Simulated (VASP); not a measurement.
Runs of VASP 6.6.1 on Ba. The structure is that of space group I4/mmm (No. 139), or close to it. The cells are those of the table. 

| cell | further INCAR settings | gap on the mesh (eV) | pressure (GPa) |
| --- | --- | --- | --- |
| a = 4.266 Å, angles 110.7, 110.7, 107.0°, 1 atom | ALGO = Fast; EDIFF = 1e-07; NBANDS = 11 | none | 0.6 |
| a = 4.331 Å, angles 108.3, 108.3, 111.9°, 1 atom | ALGO = Fast; EDIFF = 1e-06; NBANDS = 11 | none | 0.2 |
| a = 4.289 Å, angles 111.1, 111.1, 106.2°, 1 atom | ALGO = Fast; EDIFF = 1e-06; NBANDS = 11 | none | 0.5 |
| a = 4.396 Å, angles 108.3, 108.3, 111.9°, 1 atom | ALGO = Fast; EDIFF = 1e-06; NBANDS = 11 | none | (a) |
| a = 4.331 Å, angles 110.7, 110.7, 107.0°, 1 atom | ALGO = Fast; EDIFF = 1e-07; NBANDS = 11 | none | 0.2 |

Alike in all rows: task single point; level PBE; potentials or basis VASP PAW PBE potentials, release 64 (Ba_sv); no spin polarisation; k mesh 14 × 14 × 14; cutoff (eV) 520; smearing gaussian 0.15 eV.

Task: Fill in the values left out.

Result: (a) -0.2.

Caveats: spin-orbit coupling is left out, which moves the levels of the heavy elements.

A k mesh can miss the band edges, and the runs leave out spin-orbit coupling on Ba.

A gap of «none» marks levels without a gap at the run's occupations.
